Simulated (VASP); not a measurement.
# CuF (P6_3/mmc) in VASP: notebook, part 2 of 2

VASP 6.6.1.

**4. Single point, PBE**

INCAR

```
PREC     = Accurate       # precision mode
ENCUT    = 520            # plane-wave cutoff, eV
EDIFF    = 1E-6           # SCF threshold, eV
ISMEAR   = 1              # smearing method
SIGMA    = 0.2            # smearing width, eV
LREAL    = False          # projectors in reciprocal space
LASPH    = True           # aspherical terms in the spheres
NELM     = 60             # most SCF steps
ALGO     = Normal         # electronic algorithm
ISIF     = 2              # what is computed and relaxed
LWAVE    = False          # write WAVECAR
LCHARG   = False          # write CHGCAR
GGA      = PE             # functional
NBANDS   = 26             # bands
```

KPOINTS

```
Automatic mesh
0
Gamma
  9 9 4
```

POSCAR

```
CuF
1.0
    2.7625361970      0.0000000000      0.0000000000
   -1.3812680985      2.3924265254      0.0000000000
    0.0000000000      0.0000000000      6.4019833364
Cu F
2 2
Direct
    0.0000000000      0.0000000000      0.0000000000
    0.0000000000      0.0000000000      0.5000000000
    0.3333333333      0.6666666667      0.2500000000
    0.6666666667      0.3333333333      0.7500000000
```

Potentials or basis: VASP PAW PBE potentials, release 64 (Cu, F).

Run with:

```bash
$ cat potpaw_PBE.64/Cu/POTCAR potpaw_PBE.64/F/POTCAR > POTCAR
$ mpirun -np 1 vasp_std > vasp.out
```

OUTCAR:

```text
PREC = Accurate
   ENCUT = 520
   EDIFF = 1E-6
   ISMEAR = 1
   LREAL = False
   LASPH = True
   NELM = 60
   ISIF = 2
   GGA = PE

 ion  position               nearest neighbor table
   1  0.000  0.000  0.000-   3 2.26   4 2.26   3 2.26   4 2.26   4 2.26   3 2.26
   2  0.000  0.000  0.500-   3 2.26   4 2.26   3 2.26   4 2.26   4 2.26   3 2.26
   3  0.333  0.667  0.250-   1 2.26   2 2.26   1 2.26   2 2.26   1 2.26   2 2.26
   4  0.667  0.333  0.750-   1 2.26   2 2.26   1 2.26   2 2.26   1 2.26   2 2.26

  LATTYP: Found a hexagonal cell.
 ALAT       =     2.7625361970
 C/A-ratio  =     2.3174296660

  Lattice vectors:

 A1 = (   2.7625361970,   0.0000000000,   0.0000000000)
 A2 = (  -1.3812680985,   2.3924265254,   0.0000000000)
 A3 = (   0.0000000000,   0.0000000000,   6.4019833364)

Analysis of symmetry for initial positions (statically):
=====================================================================
 Subroutine PRICEL returns:
 Original cell was already a primitive cell.

 Routine SETGRP: Setting up the symmetry group for a
 hexagonal supercell.

 Subroutine GETGRP returns: Found 24 space group operations
 (whereof 12 operations were pure point group operations)
 out of a pool of 24 trial point group operations.

The static configuration has the point symmetry D_3d.
 The point group associated with its full space group is D_6h.

Analysis of symmetry for dynamics (positions and initial velocities):
=====================================================================
 Subroutine PRICEL returns:
 Original cell was already a primitive cell.

 Routine SETGRP: Setting up the symmetry group for a
 hexagonal supercell.

 Subroutine GETGRP returns: Found 24 space group operations
 (whereof 12 operations were pure point group operations)
 out of a pool of 24 trial point group operations.

[... 121 lines left out ...]
   EFERMI_NEDOS =   21; number of points for ismear=-14 and -15
   IALGO  =     38    algorithm
   IMIX   =      4    mixing-type and parameters
     AMIX     =   0.40;   BMIX     =  1.00
     AMIX_MAG =   1.60;   BMIX_MAG =  1.00
  volume/ion in A,a.u.               =      10.58        71.38
  Fermi-wavevector in a.u.,A,eV,Ry     =   1.551274  2.931484 32.741770  2.406452
  Thomas-Fermi vector in A             =   2.655817
   LORBIT       =      0    0 simple, 1 ext, 2 COOP (PROOUT), +10 PAW based schemes
   GGA     = PE    functional components
   LHFCALC =     F    Hartree Fock is set to
   AEXX    =    0.0000 exact exchange contribution
   IVDW    =     0    specifies the selected vdW correction
   LEPSILON=     F    determine dielectric tensor
   LRPA    =     F    only Hartree local field effects (RPA)
 non-spin polarized calculation
 Methfessel and Paxton  Order N= 1 SIGMA  =   0.20
  energy-cutoff  :      520.00
  volume of cell :       42.31
 maximum number of plane-waves:      1152
 NGX is ok and might be reduce to    24
   NGX = 11   NGY = 11   NGZ = 23

 number of electron      35.9999993 magnetization

 Free energy of the ion-electron system (eV)
  ---------------------------------------------------
  ext. energy  EPLUGINS =         0.00000000
  ---------------------------------------------------
  free energy    TOTEN  =       -14.24188405 eV

  energy without entropy =      -14.25264765  energy(sigma->0) =      -14.24547192

 E-fermi :   4.8409     XC(G=0): -11.6425

 val. band max:        4.8155068186   @ k =   0.3333   0.3333   0.5000
 cond. band min:       4.9048786683   @ k =   0.1111   0.0000   0.2500
 fundamental gap:      0.0893718498
 Fermi energy:         4.8409134463

 k-point     1 :       0.0000    0.0000    0.0000
  band No.  band energies     occupation
      1     -19.4535      2.00000
      2     -19.2805      2.00000
      3      -3.5372      2.00000
      4      -1.0616      2.00000
      5       0.3691      2.00000
      6       0.3691      2.00000
[... 685 lines left out ...]
     25      16.7498      0.00000
     26      19.1010      0.00000

 [... further k-points ...]

------------------------ aborting loop because EDIFF is reached ----------------------------------------

  FORCE on cell =-STRESS in cart. coord.  units (eV):
  Direction    XX          YY          ZZ          XY          YZ          ZX
  --------------------------------------------------------------------------------------
  -------------------------------------------------------------------------------------
  Total        1.4026896      1.4026896      2.0822451      0.0000000      0.0000000      0.0000000
  in kB       53.1142461     53.1142461     78.8462977      0.0000000      0.0000000      0.0000000
  external PRESSURE =      61.6915967 kB  Pullay stress =       0.0000000 kB

 VOLUME and BASIS-vectors are now :
 -----------------------------------------------------------------------------
  energy-cutoff  :      520.00
  volume of cell :       42.31
      direct lattice vectors                 reciprocal lattice vectors
     2.762536197  0.000000000  0.000000000     0.361986207  0.208992834  0.000000000
    -1.381268099  2.392426525  0.000000000     0.000000000  0.417985668  0.000000000
     0.000000000  0.000000000  6.401983336     0.000000000  0.000000000  0.156201594

 POSITION                                       TOTAL-FORCE (eV/Angst)
 -----------------------------------------------------------------------------------
      0.00000      0.00000      0.00000        -0.000000      0.000000     -0.000000
      0.00000      0.00000      3.20099        -0.000000      0.000000     -0.000000
     -0.00000      1.59495      1.60050         0.000000     -0.000000     -0.000000
      1.38127      0.79748      4.80149        -0.000000      0.000000      0.000000
 -----------------------------------------------------------------------------------
    total drift:                               -0.000000      0.000000      0.000000

  FREE ENERGIE OF THE ION-ELECTRON SYSTEM (eV)
  ---------------------------------------------------
  free  energy   TOTEN  =       -14.2418840468 eV

  energy  without entropy=      -14.2526476542  energy(sigma->0) =      -14.24547192
```

It took 86 s on 1 thread of AMD EPYC 7R13, shared host; peak memory 0.15 GiB.

Results:

| Quantity | Value |
| --- | --- |
| Free energy | -14.2419 eV |
| Pressure | 6.2 GPa |
| Band gap on the k mesh | zero (band 18 reaches 4.82 eV, above the bottom of band 19 at 4.40 eV) |

Stress tensor (GPa, compression positive):
```
5.31 0.00 0.00
0.00 5.31 0.00
0.00 0.00 7.88
```

Levels at points of the mesh, in eV from the Fermi level:
```
           k point  band 16  band 17  band 18  band 19  band 20  band 21
(0.00, 0.00, 0.00)    -0.68    -0.68    -0.39    -0.39     3.24     5.36
(0.00, 0.00, 0.50)    -0.56    -0.56    -0.56     0.58     0.58     8.62
```

Caveat: semilocal functionals often make such compounds metallic where correlation or magnetic order opens a gap, which also shifts bond lengths.

**5. Summary**

| level | smearing | gap on the mesh (eV) | pressure (GPa) |
| --- | --- | --- | --- |
| PBE | gaussian 0.05 eV | none | 6.2 |
| PBE+D3(BJ) | fermi-dirac 0.02 eV | none | 2.3 |
| PBE | methfessel-paxton 0.2 eV | none | 6.2 |

Alike in all rows: task single point; potentials or basis VASP PAW PBE potentials, release 64 (Cu, F); no spin polarisation; cell as given; k mesh 9 × 9 × 4; cutoff (eV) 520.

Every run on the cell as given and a fine mesh finds a metal. The pressure there spans 2.3 GPa (PBE+D3(BJ)) to 6.2 GPa (PBE); a positive pressure means that this level wants a larger cell, a negative one a smaller.

Caveats: semilocal functionals often make such compounds metallic where correlation or magnetic order opens a gap, which also shifts bond lengths; pairwise dispersion overbinds metals, which lowers pressure and volume (some runs).

Total energies depend on the potentials used, so only differences within one code and one set of settings carry meaning.
